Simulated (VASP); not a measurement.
ZrSi3O8, 12 atoms in the cell. It takes space group Cm (No. 8, monoclinic). Conventional cell: a = 9.677 Å, b = 3.622 Å, c = 7.261 Å, α = 90.00°, β = 110.41°, γ = 90.00°. Zr (site symmetry m) has 6 O at 1.94 to 2.15 Å within 2.6 Å. Si (site symmetry m) has 6 O at 1.78 to 1.86 Å within 2.4 Å. Within 2.3 Å of Si (site symmetry m) lie 6 O at 1.73 to 1.86 Å. Si (site symmetry m) has 6 O at 1.69 to 1.90 Å within 2.2 Å. Within 2.4 Å of O (site symmetry m) lie 3 Si at 1.78 to 1.86 Å and 2 O at 2.28 Å. Within 2.7 Å of O (site symmetry m) lie 2 Si at 1.85 to 1.90 Å and 1 Zr at 2.10 Å and 7 O at 2.37 to 2.68 Å. Within 2.4 Å of O (site symmetry m) lie 2 Si at 1.73 to 1.83 Å and 1 Zr at 2.00 Å and 2 O at 2.17 to 2.37 Å. Within 2.4 Å of O (site symmetry m) lie 3 Si at 1.82 to 1.86 Å and 2 O at 2.28 Å. 

* Program: VASP 6.6.1
* Task: single point
* Functional: PBE
* Potentials or basis: VASP PAW PBE potentials, release 64 (Zr_sv, Si, O)
* Cutoff: 520 eV
* k mesh: 8 × 8 × 4
* Occupations: fermi-dirac, width 0.02 eV
* Spin: no spin polarisation
* Dipole correction: no
* Further INCAR settings: ALGO = Normal; EDIFF = 1e-06; NBANDS = 48

Potentials or basis: VASP PAW PBE potentials, release 64 (Zr_sv, Si, O).

Launch:

```bash
$ cat potpaw_PBE.64/Zr_sv/POTCAR potpaw_PBE.64/Si/POTCAR potpaw_PBE.64/O/POTCAR > POTCAR
$ mpirun -np 1 vasp_std > vasp.out
```

Hardware: 1 thread of Intel(R) Xeon(R) Platinum 8375C CPU @ 2.90GHz (Ice Lake), with other jobs on the host.

Task: How long does it take, and how much memory?

Result: It took 11 min on 1 thread of Intel(R) Xeon(R) Platinum 8375C CPU @ 2.90GHz (Ice Lake), with other jobs on the host, peak memory 0.51 GiB. Counts: scf iterations 15, k points 78.
